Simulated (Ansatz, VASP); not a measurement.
FeS2: VASP beside Ansatz

The input INCAR:

```
  ALGO = Normal
  EDIFF = 1E-6
  ENCUT = 600
  GGA = PE
  GGA_COMPAT = False
  ISIF = 2
  ISMEAR = -1
  LASPH = True
  LCHARG = True
  LELF = True
  LREAL = False
  LVHAR = True
  LWAVE = False
  NBANDS = 29
  NELM = 120
  PREC = Accurate
  SIGMA = 0.02
```

Contents of KPOINTS:

```
k-points
0
Gamma
  6 6 8
```

POSCAR

```
FeS2
1.0
    4.4308097358      0.0000000000      0.0000000000
    0.0000000000      5.4005600319      0.0000000000
    0.0000000000      0.0000000000      3.3792372752
Fe S
2 4
Direct
    0.5000000000      0.5000000000      0.5000000000
    0.0000000000      0.0000000000      0.0000000000
    0.2990462953      0.8778423373      0.5000000000
    0.7009537047      0.1221576627      0.5000000000
    0.2009537047      0.3778423373      0.0000000000
    0.7990462953      0.6221576627      0.0000000000
```

Input for Ansatz:

```yaml
crystal:
  lattice:
    - [4.4308097358, 0.0, 0.0]
    - [0.0, 5.4005600319, 0.0]
    - [0.0, 0.0, 3.3792372752]
  atoms:
    - { symbol: Fe, position: [0.5, 0.5, 0.5] }
    - { symbol: Fe, position: [0.0, 0.0, 0.0] }
    - { symbol: S, position: [0.2990462953, 0.8778423373, 0.5] }
    - { symbol: S, position: [0.7009537047, 0.1221576627, 0.5] }
    - { symbol: S, position: [0.2009537047, 0.3778423373, 0.0] }
    - { symbol: S, position: [0.7990462953, 0.6221576627, 0.0] }
kpoints:
  mp_grid: { grid: [6, 6, 8] }
  band_path:
    path:
      - [[0.0, 0.0, 0.0], [0.5, 0.0, 0.0], [0.5, 0.5, 0.0], [0.0, 0.5, 0.0], [0.0, 0.0, 0.0], [0.0, 0.0, 0.5], [0.5, 0.0, 0.5], [0.5, 0.5, 0.5], [0.0, 0.5, 0.5], [0.0, 0.0, 0.5]]
      - [[0.5, 0.0, 0.0], [0.5, 0.0, 0.5]]
      - [[0.0, 0.5, 0.0], [0.0, 0.5, 0.5]]
      - [[0.5, 0.5, 0.0], [0.5, 0.5, 0.5]]
    npoints: 10
hamiltonian:
  xc: pbe
scf:
  occupations: { method: fermi_dirac, width: 0.02 }
  n_extra_bands: 5
output:
  forces: true
  stress: true
  eigenvalues: true
```

Alike in both runs: task single point; functional PBE; k mesh 6 × 6 × 8; occupations fermi-dirac, width 0.02 eV; no spin polarisation.

|  | VASP | Ansatz |
| --- | --- | --- |
| version | VASP 6.6.1 | Ansatz 0.2.0 |
| potentials or method | VASP PAW PBE potentials, release 64 (Fe, S) | plane waves, PAW |
| plane-wave cutoff (eV) | 600 | 420 |
| valence electrons in the cell | 40 | 56 |

VASP gave:

```
gap on the k mesh at the Fermi level (eV)                     : 0.89
pressure (GPa)                                                : 0.9
traceless stress, the component that is largest in VASP (GPa) : -0.22
rms of the force components (eV/Å)                            : 0.120
```

**Question.** Estimate Ansatz's values.

**Answer.** gap on the k mesh at the Fermi level (eV): 0.91; pressure (GPa): 0.8; traceless stress, the component that is largest in VASP (GPa): -0.37; rms of the force components (eV/Å): 0.157.

Atom by atom the forces differ by 0.038 eV/Å (rms over components). VASP's potentials hold 40 valence electrons a cell and Ansatz's 56, so a difference there can come from the potentials and not from the codes.
